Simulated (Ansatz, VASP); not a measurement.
# Two plane-wave programs on TiAl

INCAR

```
SYSTEM = TiAl
ALGO = Fast ; EDIFF = 1E-6
ENCUT = 520 ; GGA = PS
ISIF = 2 ; ISMEAR = 0
LASPH = .TRUE. ; LCHARG = .FALSE.
LREAL = .FALSE. ; LWAVE = .FALSE.
NBANDS = 14 ; NELM = 60
PREC = Accurate ; SIGMA = 0.15
```

File KPOINTS:

```
k-points
0
G
  16 16 16
  0 0 0
```

Contents of POSCAR:

```
TiAl
1.0
    3.1790640000      0.0119214900      0.0000000000
    0.0119214900      3.1790640000      0.0000000000
    0.0000000000      0.0000000000      3.1790640000
Ti Al
1 1
Direct
    0.0000000000      0.0000000000      0.0000000000
    0.5000000000      0.5000000000      0.5000000000
```

Input for Ansatz:

```yaml
crystal:
  lattice:
    - [3.179064, 0.01192149, 0.0]
    - [0.01192149, 3.179064, 0.0]
    - [0.0, 0.0, 3.179064]
  atoms:
    - { symbol: Ti, position: [0.0, 0.0, 0.0] }
    - { symbol: Al, position: [0.5, 0.5, 0.5] }
basis:
  ecutwfc: 420
kpoints:
  mp_grid: { grid: [16, 16, 16] }
hamiltonian:
  xc: pbesol
scf:
  occupations: { method: gaussian, width: 0.15 }
output:
  forces: true
  stress: true
  eigenvalues: true
```

Change from the starting cell: strain +0.0075 x Voigt [0, 0, 0, 0, 0, 1], atoms carried along.

Alike in both runs: task single point; functional PBEsol; k mesh 16 × 16 × 16; occupations gaussian, width 0.15 eV; no spin polarisation.

|  | VASP | Ansatz |
| --- | --- | --- |
| version | VASP 6.6.1 | Ansatz 0.2.0 |
| potentials or method | VASP PAW PBE potentials, release 64 (Ti_sv, Al), cutoff 520 eV | scalar-relativistic, plane waves, PAW |
| valence electrons in the cell | 15 | 15 |

|  | VASP | Ansatz | Ansatz less VASP |
| --- | --- | --- | --- |
| gap on the k mesh at the Fermi level (eV) | none | none | - |
| pressure (GPa) | -2.3 | -2.4 | -0.06 |
| traceless stress, the component that is largest in VASP (GPa) | -0.51 | -0.51 | +0.002 |

VASP's potentials were made for PBE, not for PBEsol. A gap of «none» marks a metal or a gap that the smearing closes. With one functional, cell and mesh, what is left measures potentials, basis and numerics.
